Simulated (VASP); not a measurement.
# Si2SnB3 (C2/m) in VASP: relaxation of cell and atoms with PBE

Aim: the relaxation of cell and atoms of Si2SnB3 with PBE.

All numbers are computed with VASP 6.6.1; they aren't measurements. Logs are shortened: lines on timing, memory, paths and dates and some standing lists are left out, and cuts for length are marked.

## Step 1: The cell of the first run

It takes space group C2/m (No. 12, monoclinic). The conventional cell has a = 8.024 Å, b = 6.872 Å, c = 3.952 Å, α = 90.00°, β = 117.39°, γ = 90.00°. Si (site symmetry -1) has 4 B at 1.98 to 2.69 Å and 2 Sn at 2.69 Å within 2.7 Å. Sn (site symmetry 2/m) has 4 Si at 2.69 Å and 4 B at 2.90 to 3.44 Å within 3.5 Å. B (site symmetry m) has 1 B at 1.46 Å within 1.9 Å. Within 1.9 Å of B (site symmetry 2/m) lie 2 B at 1.46 Å.

The cell was generated, and may not be a known phase.

## Step 2: Relaxation of cell and atoms, PBE

The input, INCAR:

```
PREC = Accurate
ENCUT = 600
EDIFF = 1E-6
ISMEAR = 0
SIGMA = 0.2
LREAL = False
LASPH = True
NELM = 80
ALGO = Normal
ISIF = 3
LWAVE = False
LCHARG = False
GGA = PE
IBRION = 2
NSW = 36
EDIFFG = -0.08
```

The input, KPOINTS:

```
Automatic mesh
0
Gamma
  3 3 5
```

The input, POSCAR:

```
Si2SnB3
1.0
    4.0119066100     -3.4359072300      0.0000000000
    4.0119066100      3.4359072300      0.0000000000
   -1.8182440900      0.0000000000      3.5092981400
Si Sn B
2 1 3
Direct
    0.0000000000      0.5000000000      0.5000000000
    0.5000000000      0.0000000000      0.5000000000
    0.5000000000      0.5000000000      0.0000000000
    0.8872827200      0.8872827200      0.5864400600
    0.1127172800      0.1127172800      0.4135599400
    0.0000000000      0.0000000000      0.0000000000
```

Potentials or basis: VASP PAW PBE potentials, release 64 (Si, Sn_d, B).

On the command line:

```sh
> cat potpaw_PBE.64/Si/POTCAR potpaw_PBE.64/Sn_d/POTCAR potpaw_PBE.64/B/POTCAR > POTCAR
> mpirun -np 1 vasp_std > vasp.out
```

OUTCAR:

```text
PREC = Accurate
   ENCUT = 600
   EDIFF = 1E-6
   ISMEAR = 0
   LREAL = False
   LASPH = True
   NELM = 80
   ISIF = 3
   GGA = PE
   IBRION = 2
   NSW = 36
   EDIFFG = -0.08

 ion  position               nearest neighbor table
   1  0.000  0.500  0.500-   4 1.98   5 1.98   3 2.69   3 2.69
   2  0.500  0.000  0.500-   4 1.98   5 1.98   3 2.69   3 2.69
   3  0.500  0.500  0.000-   1 2.69   2 2.69   2 2.69   1 2.69   4 2.90   5 2.90
   4  0.887  0.887  0.586-   6 1.46   2 1.98   1 1.98   3 2.90
   5  0.113  0.113  0.414-   6 1.46   2 1.98   1 1.98   3 2.90
   6  0.000  0.000  0.000-   4 1.46   5 1.46

  LATTYP: Found a base centered monoclinic cell.
 ALAT       =     8.0238132200
 B/A-ratio  =     0.8564275204
 C/A-ratio  =     0.4925793229
 COS(beta)  =    -0.4600395783

  Lattice vectors:

 A1 = (   4.0119066100,  -3.4359072300,   0.0000000000)
 A2 = (   4.0119066100,   3.4359072300,   0.0000000000)
 A3 = (  -1.8182440900,   0.0000000000,   3.5092981400)

Analysis of symmetry for initial positions (statically):
=====================================================================
 Subroutine PRICEL returns:
 Original cell was already a primitive cell.

 Routine SETGRP: Setting up the symmetry group for a
 base centered monoclinic supercell.

 Subroutine GETGRP returns: Found  4 space group operations
 (whereof  4 operations were pure point group operations)
 out of a pool of  4 trial point group operations.

The static configuration has the point symmetry C_2h.

Analysis of symmetry for dynamics (positions and initial velocities):
=====================================================================
 Subroutine PRICEL returns:
 Original cell was already a primitive cell.

 Routine SETGRP: Setting up the symmetry group for a
 base centered monoclinic supercell.

 Subroutine GETGRP returns: Found  4 space group operations
 (whereof  4 operations were pure point group operations)
 out of a pool of  4 trial point group operations.

The dynamic configuration has the point symmetry C_2h.

 Subroutine INISYM returns: Found  4 space group operations
 (whereof  4 operations are pure point group operations),
 and found     1 'primitive' translations

----------------------------------------------------------------------------------------

                                     Primitive cell

  volume of cell :      96.7481

  direct lattice vectors                    reciprocal lattice vectors
     4.011906610 -3.435907230  0.000000000     0.124629023 -0.145521973  0.064573021
     4.011906610  3.435907230  0.000000000     0.124629023  0.145521973  0.064573021
    -1.818244090  0.000000000  3.509298140     0.000000000  0.000000000  0.284957265

  length of vectors
     5.282125816  5.282125816  3.952364483     0.202184849  0.202184849  0.284957265

  position of ions in fractional coordinates (direct lattice)
     0.000000000  0.500000000  0.500000000
     0.500000000  0.000000000  0.500000000
     0.500000000  0.500000000  0.000000000
     0.887282720  0.887282720  0.586440060
     0.112717280  0.112717280  0.413559940
     0.000000000  0.000000000  0.000000000

  ion indices of the primitive-cell ions
   primitive index   ion index
                 1           1
                 2           2
                 3           3
                 4           4
                 5           5
                 6           6

----------------------------------------------------------------------------------------

 KPOINTS: Automatic mesh

Automatic generation of k-mesh.
 Grid dimensions read from file:
 generate k-points for:    3    3    5

 Generating k-lattice:

  Cartesian coordinates                     Fractional coordinates (reciprocal lattice)
     0.041543008 -0.048507324  0.021524340     0.333333333  0.000000000  0.000000000
     0.041543008  0.048507324  0.021524340     0.000000000  0.333333333  0.000000000
     0.000000000  0.000000000  0.056991453     0.000000000  0.000000000  0.200000000

  Length of vectors
     0.067394950  0.067394950  0.056991453

  Shift w.r.t. Gamma in fractional coordinates (k-lattice)
     0.000000000  0.000000000  0.000000000

 Subroutine IBZKPT returns following result:
 ===========================================

 Found     16 irreducible k-points:

 Following reciprocal coordinates:
            Coordinates               Weight
  0.000000  0.000000  0.000000      1.000000
  0.333333  0.000000 -0.000000      4.000000
  0.333333  0.333333 -0.000000      2.000000
 -0.333333  0.333333  0.000000      2.000000
  0.000000  0.000000  0.200000      2.000000
  0.333333  0.000000  0.200000      4.000000
[... 8 lines left out ...]
 -0.333333  0.333333  0.400000      4.000000
 -0.333333 -0.333333  0.400000      2.000000
   k-points           NKPTS =     16   k-points in BZ     NKDIM =     16   number of bands    NBANDS=     19
   number of dos      NEDOS =    301   number of ions     NIONS =      6
   total plane-waves  NPLWV =  56448
   dimension x,y,z NGX =    42 NGY =   42 NGZ =   32
   dimension x,y,z NGXF=    84 NGYF=   84 NGZF=   64
   ions per type =               2   1   3
   NGX,Y,Z   is equivalent  to a cutoff of  13.22, 13.22, 13.46 a.u.
   NGXF,Y,Z  is equivalent  to a cutoff of  26.44, 26.44, 26.92 a.u.
 SYSTEM =  unknown system
   PREC   = accura    normal or accurate (medium, high low for compatibility)
   ISTART =      0    job   : 0-new  1-cont  2-samecut
   ICHARG =      2    charge: 1-file 2-atom 10-const
   ISPIN  =      1    spin polarized calculation?
   LNONCOLLINEAR =      F non collinear calculations
   LSORBIT =      F    spin-orbit coupling
   LASPH  =      T    aspherical Exc in radial PAW
   ENCUT  =  600.0 eV  44.10 Ry    6.64 a.u.  10.55 10.55  7.89*2*pi/ulx,y,z
   NELM   =     80;   NELMIN=  2; NELMDL= -5     # of ELM steps
   EDIFF  = 0.1E-05   stopping-criterion for ELM
   LREAL  =      F    real-space projection
   EDIFFG = -.8E-01   stopping-criterion for IOM
   NSW    =     36    number of steps for IOM
   IBRION =      2    ionic relax: 0-MD 1-quasi-New 2-CG
   NFREE  =      1    steps in history (QN), initial steepest desc. (CG)
   ISIF   =      3    stress and relaxation
   ISYM   =      2    0-nonsym 1-usesym 2-fastsym
   POTIM  = 0.5000    time-step for ionic-motion
   TEBEG  =    0.0;   TEEND  =   0.0 temperature during run
   PSTRESS=    0.0 pullay stress
   NELECT =      31.0000    total number of electrons
   NUPDOWN=      -1.0000    fix difference up-down
   EMIN   =  10.00;   EMAX   =-10.00  energy-range for DOS
   EFERMI =   0.00;   METHOD = LEGACY
   ISMEAR =     0;   SIGMA  =   0.20  broadening in eV -4-tet -1-fermi 0-gaus
   EFERMI_NEDOS =   21; number of points for ismear=-14 and -15
   IALGO  =     38    algorithm
   IMIX   =      4    mixing-type and parameters
     AMIX     =   0.40;   BMIX     =  1.00
     AMIX_MAG =   1.60;   BMIX_MAG =  1.00
  volume/ion in A,a.u.               =      16.12       108.81
  Fermi-wavevector in a.u.,A,eV,Ry     =   1.120249  2.116964 17.074737  1.254958
  Thomas-Fermi vector in A             =   2.256894
   LORBIT       =      0    0 simple, 1 ext, 2 COOP (PROOUT), +10 PAW based schemes
   GGA     = PE    functional components
   LHFCALC =     F    Hartree Fock is set to
   AEXX    =    0.0000 exact exchange contribution
   IVDW    =     0    specifies the selected vdW correction
   LEPSILON=     F    determine dielectric tensor
   LRPA    =     F    only Hartree local field effects (RPA)
 conjugate gradient relaxation of ions
 non-spin polarized calculation
 Gauss-broadening in eV      SIGMA  =   0.20
  energy-cutoff  :      600.00
  volume of cell :       96.75
 maximum number of plane-waves:      3249
 NGX is ok and might be reduce to    42
   NGX = 21   NGY = 21   NGZ = 15

--------------------------------------- Ionic step        1  -------------------------------------------

 number of electron      31.0000000 magnetization

 Free energy of the ion-electron system (eV)
  ---------------------------------------------------
  ext. energy  EPLUGINS =         0.00000000
  ---------------------------------------------------
  free energy    TOTEN  =       -28.62309387 eV

  energy without entropy =      -28.57191823  energy(sigma->0) =      -28.59750605

------------------------ aborting loop because EDIFF is reached ----------------------------------------

  FORCE on cell =-STRESS in cart. coord.  units (eV):
  Direction    XX          YY          ZZ          XY          YZ          ZX
  --------------------------------------------------------------------------------------
  -------------------------------------------------------------------------------------
  Total       -2.0617654      3.1301872     12.9505360      0.0000000      0.0000000      4.8111939
  in kB      -34.1434434     51.8368238    214.4647009      0.0000000      0.0000000     79.6747921
  external PRESSURE =      77.3860271 kB  Pullay stress =       0.0000000 kB
[... 101 lines left out ...]
  FREE ENERGIE OF THE ION-ELECTRON SYSTEM (eV)
  ---------------------------------------------------
  free  energy   TOTEN  =       -29.3876021110 eV

  energy  without entropy=      -29.3211558996  energy(sigma->0) =      -29.35437901

 E-fermi :   5.9327     XC(G=0):  -9.9980

 val. band max:        5.8876781710   @ k =  -0.3333  -0.0000   0.4000
 cond. band min:       5.9525596752   @ k =   0.0000   0.0000   0.2000
 fundamental gap:      0.0648815042
 Fermi energy:         5.9327119155

 k-point     1 :       0.0000    0.0000    0.0000
  band No.  band energies     occupation
      1     -15.5753      2.00000
      2     -15.5663      2.00000
      3     -15.5555      2.00000
      4     -15.4730      2.00000
      5     -15.4726      2.00000
      6      -6.6689      2.00000
[... 11 lines left out ...]
     18       7.0708      0.00000
     19       8.4077      0.00000
[... 313 lines left out ...]
      3     -15.5534      2.00000
      4     -15.4826      2.00000
      5     -15.4564      2.00000
      6      -5.3384      2.00000
[... 11 lines left out ...]
     18       7.8785      0.00000
     19       8.9858      0.00000

[... ionic steps 4 to 33 ...]

--------------------------------------- Ionic step       34  -------------------------------------------

 number of electron      31.0000003 magnetization

------------------------ aborting loop because EDIFF is reached ----------------------------------------

  FORCE on cell =-STRESS in cart. coord.  units (eV):
  Direction    XX          YY          ZZ          XY          YZ          ZX
  --------------------------------------------------------------------------------------
  -------------------------------------------------------------------------------------
  Total       -0.0508367      0.2409968     -0.1008586      0.0000000      0.0000000      0.0829350
  in kB       -0.9934142      4.7093841     -1.9709064      0.0000000      0.0000000      1.6206560
  external PRESSURE =       0.5816878 kB  Pullay stress =       0.0000000 kB
[... 65 lines left out ...]
  energy  without entropy=      -31.9966294265  energy(sigma->0) =      -32.01798535

--------------------------------------- Ionic step       36  -------------------------------------------

 number of electron      31.0000003 magnetization

 Free energy of the ion-electron system (eV)
  ---------------------------------------------------
  ext. energy  EPLUGINS =         0.00000000
  ---------------------------------------------------
  free energy    TOTEN  =       -32.04047650 eV

  energy without entropy =      -31.99791351  energy(sigma->0) =      -32.01919501

 E-fermi :   7.6948     XC(G=0): -10.8138

 val. band max:        7.6594703717   @ k =  -0.3333   0.3333   0.2000
 cond. band min:       7.6980670708   @ k =   0.3333   0.0000   0.4000
 fundamental gap:      0.0385966991
 Fermi energy:         7.6948455010

 k-point     1 :       0.0000    0.0000    0.0000
  band No.  band energies     occupation
      1     -14.1192      2.00000
      2     -13.7766      2.00000
      3     -13.7576      2.00000
      4     -13.7253      2.00000
      5     -13.7163      2.00000
      6      -6.0707      2.00000
[... 11 lines left out ...]
     18      11.8610      0.00000
     19      12.1536      0.00000
[... 361 lines left out ...]
  FREE ENERGIE OF THE ION-ELECTRON SYSTEM (eV)
  ---------------------------------------------------
  free  energy   TOTEN  =       -32.0404765004 eV

  energy  without entropy=      -31.9979135102  energy(sigma->0) =      -32.01919501

 reached required accuracy - stopping structural energy minimisation
```

It took 6.8 min on 1 thread of AMD EPYC 9R45 (Zen 5), shared host; peak memory 0.23 GiB.

Results:

```
Free energy                           : -32.0405 eV
Relaxed volume                        : 13.67 Å³/atom
Relaxed cell                          : a = 5.344 Å, b = 5.344 Å, c = 2.925 Å, α = 89.96°, β = 89.96°, γ = 79.12°
Space group after relaxing (to 0.1 Å) : Cmmm (No. 65)
Energy gained by relaxing             : 569.6 meV/atom
Ionic steps                           : 36
Pressure after relaxing               : 0.1 GPa
Largest force after relaxing          : 0.049 eV/Å
Band gap on the k mesh                : zero (an odd number of electrons rules out a gap without spin polarisation)
```

Forces on the atoms (eV/Å):
```
Si   0.000  0.000  0.000
Si   0.000  0.000  0.000
Sn   0.000  0.000  0.000
B   -0.004  0.000 -0.049
B    0.004  0.000  0.049
B    0.000  0.000  0.000
```

Stress tensor (GPa, compression positive):
```
 0.07  0.00  0.08
 0.00  0.12  0.00
 0.08  0.00 -0.01
```

The path:
```csv
step,energy change (eV),largest force (eV/Å),pressure (GPa),volume (Å³)
1,0.0000,4.5038,7.74,96.75
2,-0.2404,2.7965,-9.95,107.55
3,-0.7645,1.7400,-3.68,101.89
4,-0.7657,1.7040,-3.40,101.72
5,-1.2668,1.2234,-4.11,98.62
6,1.7257,21.6822,11.37,88.50
7,-1.3442,1.1105,-3.57,97.73
8,-1.4402,3.1651,-1.28,93.24
9,-1.5446,0.3546,-3.20,95.72
10,-1.5659,0.9989,-2.75,94.84
11,-1.7844,1.5161,1.80,89.21
12,-1.8183,2.0053,4.46,86.57
13,-1.9540,1.6243,4.33,85.68
14,-2.2399,0.6918,4.87,82.76
15,-2.4696,2.7463,11.32,75.85
16,-2.4357,1.5385,6.29,79.70
17,-2.5472,2.1924,8.40,77.73
18,-2.6750,2.3541,7.49,77.70
19,-2.7226,2.5318,7.13,77.61
20,-2.6370,2.8177,7.40,77.21
21,-2.7260,2.6134,7.08,77.56
22,-2.8914,2.2541,5.07,78.50
23,-3.1911,1.2821,0.29,81.35
24,-3.0463,1.9228,-3.67,87.13
25,-3.2383,0.9386,-1.97,83.46
26,-3.2401,0.9425,-1.66,83.10
27,-3.2801,0.8112,-1.32,82.86
28,-3.3607,0.4521,-0.08,82.10
29,-3.3271,1.1176,3.18,80.53
30,-3.3799,0.4575,1.01,81.53
31,-3.4017,0.0850,0.08,82.00
32,-3.4051,0.1487,-0.47,82.30
33,-3.4126,0.1010,-0.24,82.16
34,-3.4162,0.1068,0.06,81.99
35,-3.4162,0.1133,0.10,81.97
36,-3.4174,0.0494,0.06,82.03
```

Final structure:
```cif
data_structure
_symmetry_space_group_name_H-M 'P 1'
_symmetry_Int_Tables_number 1
_cell_length_a 5.3441
_cell_length_b 5.3441
_cell_length_c 2.9250
_cell_angle_alpha 89.959
_cell_angle_beta 89.959
_cell_angle_gamma 79.121
_cell_volume 82.03
loop_
_atom_site_label
_atom_site_type_symbol
_atom_site_fract_x
_atom_site_fract_y
_atom_site_fract_z
_atom_site_occupancy
Si1 Si 0.00000 0.50000 0.50000 1
Si2 Si 0.50000 0.00000 0.50000 1
Sn1 Sn 0.50000 0.50000 0.00000 1
B1 B 0.89293 0.89293 0.50138 1
B2 B 0.10707 0.10707 0.49862 1
B3 B 0.00000 0.00000 0.00000 1
```

Caveat: the k points lie up to 0.43 Å⁻¹ apart in the final cell, too coarse for converged energies and pressures of a metal; the volume moved by over 15 % at a fixed basis, so the end points are rough; spin-orbit coupling is left out, which moves the levels of the heavy elements; an odd number of electrons without spin polarisation forces a metal; a magnetic or distorted state may lie lower; the relaxation stopped at a loose force limit of 0.08 eV/Å, so its end isn't a converged minimum.

The gap in the log of VASP goes by the Fermi energy; the results here count the filled bands.